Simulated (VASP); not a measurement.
Write the native input for VASP 6.6.1 that does the following.

```yaml
Task: single point
Functional: PBEsol
Dispersion: D3(BJ)
Potentials_or_basis: VASP PAW PBE potentials, release 64 (Ce, O)
Cutoff: 520 eV
k_mesh: 8 × 8 × 8
Occupations: gaussian, width 0.05 eV
Spin: no spin polarisation
Dipole_correction: no
Further_INCAR_settings: ALGO = Normal; EDIFF = 1e-06; NBANDS = 19
```

The structure of CeO2 lies in POSCAR:

```
CeO2
1.0
    0.0000000000      2.6479971063      2.6479971063
    2.6479971063      0.0000000000      2.6479971063
    2.6479971063      2.6479971063      0.0000000000
Ce O
1 2
Direct
    0.0000000000      0.0000000000      0.0000000000
    0.2500000000      0.2500000000      0.2500000000
    0.7500000000      0.7500000000      0.7500000000
```

The input as run:

INCAR

```
  ALGO = Normal
  EDIFF = 1E-6
  ENCUT = 520
  GGA = PS
  ISIF = 2
  ISMEAR = 0
  IVDW = 12
  LASPH = T
  LCHARG = F
  LREAL = F
  LWAVE = F
  NBANDS = 19
  NELM = 80
  PREC = Accurate
  SIGMA = 0.05
```

KPOINTS

```
k-points
0
Gamma
  8 8 8
```

Potentials or basis: VASP PAW PBE potentials, release 64 (Ce, O).

Command:

```console
$ cat potpaw_PBE.64/Ce/POTCAR potpaw_PBE.64/O/POTCAR > POTCAR
$ mpirun -np 1 vasp_std > vasp.out
```

It gave:

* Pressure: 9.0 GPa
* Band gap on the k mesh: 2.13 eV (least direct gap 2.27 eV)
* Dispersion energy per atom: -0.270 eV

Caveat: the cell stands under pressure; the PAW data sets were made with another functional, which shifts forces and pressure a little; spin-orbit coupling is left out, which moves the levels of the heavy elements; semilocal functionals describe open f shells poorly, which spoils levels, moments and volumes.

Run time: 67 s on 1 thread of AMD EPYC 7R13, with other jobs on the host, peak memory 0.16 GiB.
